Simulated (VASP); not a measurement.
Set up this calculation in VASP 6.6.1, as the native input.

| Quantity | Value |
| --- | --- |
| Task | single point |
| Functional | PBEsol |
| Potentials or basis | VASP PAW PBE potentials, release 64 (Ti_sv, Al) |
| Cutoff | 520 eV |
| k mesh | 11 × 11 × 6 |
| Occupations | gaussian, width 0.05 eV |
| Spin | no spin polarisation |
| Dipole correction | no |
| Further INCAR settings | ALGO = Normal; EDIFF = 1e-06; NBANDS = 14 |

The structure of TiAl lies in POSCAR:

```
TiAl
1.0
    2.9049936943      0.0000000000      0.0000000000
   -1.4524968471      2.5157983370      0.0000000000
    0.0000000000      0.0000000000      4.7396437833
Ti Al
1 1
Direct
    0.0000000000      0.0000000000      0.0000000000
    0.3333333333      0.6666666667      0.5000000000
```

This cell differs from its parent crystal: volume scaled by 1.04.

These files were run (other wordings do the same):

INCAR

```
ALGO = Normal
EDIFF = 1E-6
ENCUT = 520
GGA = PS
ISIF = 2
ISMEAR = 0
LASPH = True
LCHARG = True
LELF = True
LREAL = False
LVHAR = True
LWAVE = False
NBANDS = 14
NELM = 100
PREC = Accurate
SIGMA = 0.05
```

KPOINTS

```
k-points
0
Gamma
  11 11 6
```

Potentials or basis: VASP PAW PBE potentials, release 64 (Ti_sv, Al).

The run is started by

```console
$ cat potpaw_PBE.64/Ti_sv/POTCAR potpaw_PBE.64/Al/POTCAR > POTCAR
$ mpirun -np 1 vasp_std > vasp.out
```

It gave:

```json
{
 "Pressure": "-6.5 GPa"
}
```

Caveat: the PAW data sets were made with another functional, which shifts forces and pressure a little.

Run time: 30 s on 1 thread of Intel(R) Xeon(R) Platinum 8259CL CPU @ 2.50GHz (Skylake/Cascade Lake), with other jobs on the host, peak memory 0.17 GiB.
